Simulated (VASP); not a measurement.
Input of a VASP 6.6.1 run:

INCAR

```
SYSTEM = BaF2
  PREC = Accurate
  ENCUT = 600
  EDIFF = 1E-6
  ISMEAR = 0
  SIGMA = 0.01
  LREAL = .FALSE.
  LASPH = .TRUE.
  NELM = 120
  ALGO = Normal
  ISIF = 2
  LWAVE = .FALSE.
  LCHARG = .FALSE.
  GGA = PE
  NBANDS = 19
  GGA_COMPAT = .FALSE.
```

File KPOINTS:

```
regular mesh
0
G
  4 4 4
  0 0 0
```

The input POSCAR:

```
BaF2
1.0
    0.0000000000      3.0446621859      3.0446621859
    3.0446621859      0.0000000000      3.0446621859
    3.0446621859      3.0446621859      0.0000000000
Ba F
1 2
Direct
    0.0000000000      0.0000000000      0.0000000000
    0.2500000000      0.2500000000      0.2500000000
    0.7500000000      0.7500000000      0.7500000000
```

Potentials or basis: VASP PAW PBE potentials, release 64 (Ba_sv, F).

Command:

```sh
$ cat potpaw_PBE.64/Ba_sv/POTCAR potpaw_PBE.64/F/POTCAR > POTCAR
$ mpirun -np 1 vasp_std > vasp.out
```

**Question.** What does it give for the band gap on the k mesh?

**Answer.** 7.00 eV, indirect (least direct gap 7.11 eV).

**Question.** Predict the pressure.

**Answer.** 6.3 GPa.

Caveat: the k points lie up to 0.45 Å⁻¹ apart; spin-orbit coupling is left out, which moves the levels of the heavy elements. A k mesh can miss the band edges.
